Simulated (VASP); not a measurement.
# Li12CO in VASP: single point with PBE+D3(BJ)

Aim: the single point of Li12CO with PBE+D3(BJ).

Everything below comes from runs of VASP 6.6.1. Logs are shortened: lines on timing, memory, paths and dates and some standing lists are left out, and cuts for length are marked.

## 1. The cell of the first run

The cell holds a slab with vacuum, 14 atoms: a = 5.759 Å, b = 5.759 Å, c = 23.349 Å, α = 90.00°, β = 90.00°, γ = 109.47°.

## 2. Single point, PBE+D3(BJ)

File INCAR:

```
SYSTEM = Li12CO
PREC     = Accurate       ! precision mode
ENCUT    = 1000           ! plane-wave cutoff, eV
EDIFF    = 1E-6           ! SCF threshold, eV
ISMEAR   = 0              ! smearing method
SIGMA    = 0.1            ! smearing width, eV
LREAL    = .False.        ! projectors in reciprocal space
LASPH    = .True.         ! aspherical terms in the spheres
NELM     = 120            ! most SCF steps
ALGO     = Normal         ! electronic algorithm
ISIF     = 2              ! what is computed and relaxed
LWAVE    = .False.        ! write WAVECAR
LCHARG   = .False.        ! write CHGCAR
LDIPOL   = .True.       
IDIPOL   = 3            
DIPOL    = 0.5 0.5 0.306
GGA      = PE             ! functional
IVDW     = 12             ! dispersion correction
NBANDS   = 36             ! bands
GGA_COMPAT= .False.      
NELMDL   = -8
```

File KPOINTS:

```
Automatic mesh
0
Gamma
  5 5 1
  0 0 0
```

File POSCAR:

```
Li12CO
1.0
    5.7591582657      0.0000000000      0.0000000000
   -1.9197194219      5.4297864848      0.0000000000
    0.0000000000      0.0000000000     23.3490373303
Li O C
12 1 1
Direct
    0.2500000000      0.2500000000      0.1713132727
    0.2500000000      0.7500000000      0.1713132727
    0.7500000000      0.2500000000      0.1713132727
    0.7500000000      0.7500000000      0.1713132727
    0.0000000000      0.0000000000      0.2699665212
    0.0000000000      0.5000000000      0.2699665212
    0.5000000000      0.0000000000      0.2699665212
    0.5000000000      0.5000000000      0.2699665212
    0.2500000000      0.2500000000      0.3682823068
    0.2500000000      0.7500000000      0.3682823068
    0.7500000000      0.2500000000      0.3682823068
    0.7500000000      0.7500000000      0.3682823068
    0.2500000000      0.2500000000      0.4967672614
    0.2500000000      0.2500000000      0.5460198273
```

Potentials or basis: VASP PAW PBE potentials, release 64 (Li_sv, O_h, C_h).

Run with:

```
$ cat potpaw_PBE.64/Li_sv/POTCAR potpaw_PBE.64/O_h/POTCAR potpaw_PBE.64/C_h/POTCAR > POTCAR
$ mpirun -np 1 vasp_std > vasp.out
```

OUTCAR:

```text
SYSTEM = Li12CO
   PREC = Accurate
   ENCUT = 1000
   EDIFF = 1E-6
   ISMEAR = 0
   LREAL = .False.
   LASPH = .True.
   NELM = 120
   ISIF = 2
   GGA = PE
   IVDW = 12
   NELMDL = -8
 IVDW          = 12

 ion  position               nearest neighbor table
   1  0.250  0.250  0.171-
   2  0.250  0.750  0.171-
   3  0.750  0.250  0.171-
   4  0.750  0.750  0.171-
   5  0.000  0.000  0.270-
   6  0.000  0.500  0.270-
   7  0.500  0.000  0.270-
   8  0.500  0.500  0.270-
   9  0.250  0.250  0.368-
  10  0.250  0.750  0.368-
  11  0.750  0.250  0.368-
  12  0.750  0.750  0.368-
  13  0.250  0.250  0.497-  14 1.15
  14  0.250  0.250  0.546-  13 1.15

  LATTYP: Found a base centered orthorhombic cell.
 ALAT       =     6.6501031500
 B/A-ratio  =     1.4142135624
 C/A-ratio  =     3.5110789718

  Lattice vectors:

 A1 = (   5.7591582657,   0.0000000000,   0.0000000000)
 A2 = (  -1.9197194219,   5.4297864848,   0.0000000000)
 A3 = (   0.0000000000,   0.0000000000,  23.3490373303)

Analysis of symmetry for initial positions (statically):
=====================================================================
 Subroutine PRICEL returns:
 Original cell was already a primitive cell.

 Routine SETGRP: Setting up the symmetry group for a
 base centered orthorhombic supercell.

 Subroutine GETGRP returns: Found  4 space group operations
 (whereof  2 operations were pure point group operations)
 out of a pool of  8 trial point group operations.

The static configuration has the point symmetry C_1h.
 The point group associated with its full space group is C_2v.

Analysis of symmetry for dynamics (positions and initial velocities):
=====================================================================
 Subroutine PRICEL returns:
 Original cell was already a primitive cell.

 Routine SETGRP: Setting up the symmetry group for a
 base centered orthorhombic supercell.

 Subroutine GETGRP returns: Found  4 space group operations
 (whereof  2 operations were pure point group operations)
 out of a pool of  8 trial point group operations.

The dynamic configuration has the point symmetry C_1h.
 The point group associated with its full space group is C_2v.

 Subroutine INISYM returns: Found  4 space group operations
 (whereof  2 operations are pure point group operations),
 and found     1 'primitive' translations

----------------------------------------------------------------------------------------

                                     Primitive cell

  volume of cell :     730.1477

  direct lattice vectors                    reciprocal lattice vectors
     5.759158266  0.000000000  0.000000000     0.173636485  0.061389768  0.000000000
    -1.919719422  5.429786485  0.000000000     0.000000000  0.184169304  0.000000000
     0.000000000  0.000000000 23.349037330     0.000000000  0.000000000  0.042828318

  length of vectors
     5.759158266  5.759158266 23.349037330     0.184169304  0.184169304  0.042828318

  position of ions in fractional coordinates (direct lattice)
     0.250000000  0.250000000  0.171313273
     0.250000000  0.750000000  0.171313273
     0.750000000  0.250000000  0.171313273
     0.750000000  0.750000000  0.171313273
     0.000000000  0.000000000  0.269966521
     1.000000000  0.500000000  0.269966521
     0.500000000  0.000000000  0.269966521
     0.500000000  0.500000000  0.269966521
     0.250000000  0.250000000  0.368282307
     0.250000000  0.750000000  0.368282307
     0.750000000  0.250000000  0.368282307
     0.750000000  0.750000000  0.368282307
     0.250000000  0.250000000  0.496767261
     0.250000000  0.250000000  0.546019827

  ion indices of the primitive-cell ions
   primitive index   ion index
                 1           1
                 2           2
                 3           3
                 4           4
                 5           5
                 6           6
                 7           7
                 8           8
                 9           9
                10          10
                11          11
                12          12
                13          13
                14          14

----------------------------------------------------------------------------------------

 KPOINTS: Automatic mesh

Automatic generation of k-mesh.
 Grid dimensions read from file:
 generate k-points for:    5    5    1

 Generating k-lattice:

  Cartesian coordinates                     Fractional coordinates (reciprocal lattice)
     0.034727297  0.012277954  0.000000000     0.200000000  0.000000000  0.000000000
     0.000000000  0.036833861  0.000000000     0.000000000  0.200000000  0.000000000
     0.000000000  0.000000000  0.042828318     0.000000000  0.000000000  1.000000000

  Length of vectors
     0.036833861  0.036833861  0.042828318

  Shift w.r.t. Gamma in fractional coordinates (k-lattice)
     0.000000000  0.000000000  0.000000000

 Subroutine IBZKPT returns following result:
 ===========================================

 Found      9 irreducible k-points:

 Following reciprocal coordinates:
            Coordinates               Weight
  0.000000  0.000000  0.000000      1.000000
  0.200000  0.000000  0.000000      4.000000
  0.400000  0.000000  0.000000      4.000000
  0.200000  0.200000  0.000000      2.000000
  0.400000  0.200000  0.000000      4.000000
 -0.400000  0.200000  0.000000      4.000000
 -0.200000  0.200000  0.000000      2.000000
  0.400000  0.400000  0.000000      2.000000
 -0.400000  0.400000  0.000000      2.000000
   k-points           NKPTS =      9   k-points in BZ     NKDIM =      9   number of bands    NBANDS=     36
   number of dos      NEDOS =    301   number of ions     NIONS =     14
   total plane-waves  NPLWV = 900000
   dimension x,y,z NGX =    60 NGY =   60 NGZ =  250
   dimension x,y,z NGXF=   120 NGYF=  120 NGZF=  500
   ions per type =              12   1   1
   NGX,Y,Z   is equivalent  to a cutoff of  17.32, 17.32, 17.80 a.u.
   NGXF,Y,Z  is equivalent  to a cutoff of  34.64, 34.64, 35.60 a.u.
 SYSTEM =  Li12CO
   PREC   = accura    normal or accurate (medium, high low for compatibility)
   ISTART =      0    job   : 0-new  1-cont  2-samecut
   ICHARG =      2    charge: 1-file 2-atom 10-const
   ISPIN  =      1    spin polarized calculation?
   LNONCOLLINEAR =      F non collinear calculations
   LSORBIT =      F    spin-orbit coupling
   LASPH  =      T    aspherical Exc in radial PAW
   ENCUT  = 1000.0 eV  73.50 Ry    8.57 a.u.  14.85 14.85 60.20*2*pi/ulx,y,z
   NELM   =    120;   NELMIN=  2; NELMDL= -8     # of ELM steps
   EDIFF  = 0.1E-05   stopping-criterion for ELM
   LREAL  =      F    real-space projection
   EDIFFG = 0.1E-04   stopping-criterion for IOM
   NSW    =      0    number of steps for IOM
   IBRION =     -1    ionic relax: 0-MD 1-quasi-New 2-CG
   NFREE  =      0    steps in history (QN), initial steepest desc. (CG)
   ISIF   =      2    stress and relaxation
   ISYM   =      2    0-nonsym 1-usesym 2-fastsym
   POTIM  = 0.5000    time-step for ionic-motion
   TEBEG  =    0.0;   TEEND  =   0.0 temperature during run
   PSTRESS=    0.0 pullay stress
   NELECT =      46.0000    total number of electrons
   NUPDOWN=      -1.0000    fix difference up-down
   EMIN   =  10.00;   EMAX   =-10.00  energy-range for DOS
   EFERMI =   0.00;   METHOD = LEGACY
   ISMEAR =     0;   SIGMA  =   0.10  broadening in eV -4-tet -1-fermi 0-gaus
   EFERMI_NEDOS =   21; number of points for ismear=-14 and -15
   IALGO  =     38    algorithm
   IMIX   =      4    mixing-type and parameters
     AMIX     =   0.40;   BMIX     =  1.00
     AMIX_MAG =   1.60;   BMIX_MAG =  1.00
  volume/ion in A,a.u.               =      52.15       351.95
  Fermi-wavevector in a.u.,A,eV,Ry     =   0.651414  1.230994  5.773502  0.424340
  Thomas-Fermi vector in A             =   1.721006
   LORBIT       =      0    0 simple, 1 ext, 2 COOP (PROOUT), +10 PAW based schemes
   GGA     = PE    functional components
   LHFCALC =     F    Hartree Fock is set to
   AEXX    =    0.0000 exact exchange contribution
   IVDW    =    12    specifies the selected vdW correction
   LEPSILON=     F    determine dielectric tensor
   LRPA    =     F    only Hartree local field effects (RPA)
 non-spin polarized calculation
 Gauss-broadening in eV      SIGMA  =   0.10
  energy-cutoff  :     1000.00
  volume of cell :      730.15
 maximum number of plane-waves:     52475
   NGX = 29   NGY = 29   NGZ =121

 dipolmoment           0.000000      0.000000      0.000021 electrons x Angstroem

 number of electron      45.9999989 magnetization

 dipolmoment           0.000000      0.000000     -0.013656 electrons x Angstroem

 Free energy of the ion-electron system (eV)
  ---------------------------------------------------
  ext. energy  EPLUGINS =         0.00000000
  ---------------------------------------------------
  free energy    TOTEN  =       -35.58295199 eV

  energy without entropy =      -35.54845413  energy(sigma->0) =      -35.56570306

 E-fermi :  -1.6904     XC(G=0):  -3.3735

 val. band max:       -1.6931470099   @ k =   0.0000   0.0000   0.0000
 cond. band min:      -1.6900365780   @ k =   0.0000   0.0000   0.0000
 fundamental gap:      0.0031104319
 Fermi energy:        -1.6903881206

 k-point     1 :       0.0000    0.0000    0.0000
  band No.  band energies     occupation
      1     -48.5462      2.00000
      2     -48.5043      2.00000
      3     -48.4938      2.00000
      4     -48.4855      2.00000
      5     -48.4817      2.00000
      6     -48.4769      2.00000
[... 331 lines left out ...]
     34       1.9372      0.00000
     35       1.9486      0.00000
 [bands above 35 left out]

------------------------ aborting loop because EDIFF is reached ----------------------------------------

 vacuum level on the upper side and lower side of the slab       (xc-potential included)        -0.104        -0.030

 Edisp (eV)   -1.65774

 E8    (eV) :    -0.7092

  FORCE on cell =-STRESS in cart. coord.  units (eV):
  Direction    XX          YY          ZZ          XY          YZ          ZX
  --------------------------------------------------------------------------------------
  -------------------------------------------------------------------------------------
  Total       1.23716     0.51163    -1.40650    -1.02606     0.00000     0.00000
  in kB       2.71473     1.12268    -3.08631    -2.25150     0.00000     0.00000
  external pressure =        0.25 kB  Pullay stress =        0.00 kB

 VOLUME and BASIS-vectors are now :
 -----------------------------------------------------------------------------
  energy-cutoff  :     1000.00
  volume of cell :      730.15
      direct lattice vectors                 reciprocal lattice vectors
     5.759158266  0.000000000  0.000000000     0.173636485  0.061389768  0.000000000
    -1.919719422  5.429786485  0.000000000     0.000000000  0.184169304  0.000000000
     0.000000000  0.000000000 23.349037330     0.000000000  0.000000000  0.042828318

 POSITION                                       TOTAL-FORCE (eV/Angst)
 -----------------------------------------------------------------------------------
      0.95986      1.35745      4.00000         0.000000      0.000000     -0.014192
      0.00000      4.07234      4.00000         0.000000      0.000000     -0.012058
      3.83944      1.35745      4.00000         0.000000      0.000000     -0.012058
      2.87958      4.07234      4.00000         0.000000      0.000000      0.000917
      0.00000      0.00000      6.30346         0.004579      0.006475     -0.007576
     -0.95986      2.71489      6.30346         0.003247     -0.002296      0.009269
      2.87958      0.00000      6.30346        -0.003247      0.002296      0.009269
      1.91972      2.71489      6.30346        -0.004579     -0.006475     -0.007576
      0.95986      1.35745      8.59904         0.000000      0.000000      0.065246
      0.00000      4.07234      8.59904         0.000000      0.000000     -0.016672
      3.83944      1.35745      8.59904         0.000000     -0.000000     -0.016672
      2.87958      4.07234      8.59904         0.000000      0.000000     -0.011652
      0.95986      1.35745     11.59904         0.000000      0.000000      1.380281
      0.95986      1.35745     12.74904         0.000000      0.000000     -1.366526
 -----------------------------------------------------------------------------------
    total drift:                               -0.000000     -0.000000     -0.000018

  FREE ENERGIE OF THE ION-ELECTRON SYSTEM (eV)
  ---------------------------------------------------
  free  energy   TOTEN  =       -37.2406883621 eV

  energy  without entropy=      -37.2061905036  energy(sigma->0) =      -37.22343943

 vacuum level on the upper side and lower side of the slab         1.683         1.761
```

Run time: 21 min. Hardware: 1 thread of Intel Xeon 6975P-C (Granite Rapids), shared host; peak memory 1.7 GiB.

What came out:

* Free energy: -37.2407 eV
* Largest force: 1.380 eV/Å
* Band gap on the k mesh: zero (bands 23 and 24 overlap by 0.36 eV)
* Dispersion energy per atom: -0.118 eV

Forces in eV/Å, atoms in the order of the input:
```
Li   0.000  0.000 -0.014
Li   0.000  0.000 -0.012
Li   0.000  0.000 -0.012
Li   0.000  0.000  0.001
Li   0.005  0.006 -0.008
Li   0.003 -0.002  0.009
Li  -0.003  0.002  0.009
Li  -0.005 -0.006 -0.008
Li   0.000  0.000  0.065
Li   0.000  0.000 -0.017
Li   0.000  0.000 -0.017
Li   0.000  0.000 -0.012
O    0.000  0.000  1.380
C    0.000  0.000 -1.367
```

Levels at points of the mesh, in eV from the Fermi level:
```tsv
k point	band 19	band 20	band 21	band 22	band 23	band 24	band 25	band 26	band 27	band 28
(0.00, 0.00, 0.00)	-2.36	-0.66	0.00	0.00	0.13	0.14	0.31	0.31	0.32	0.49
```
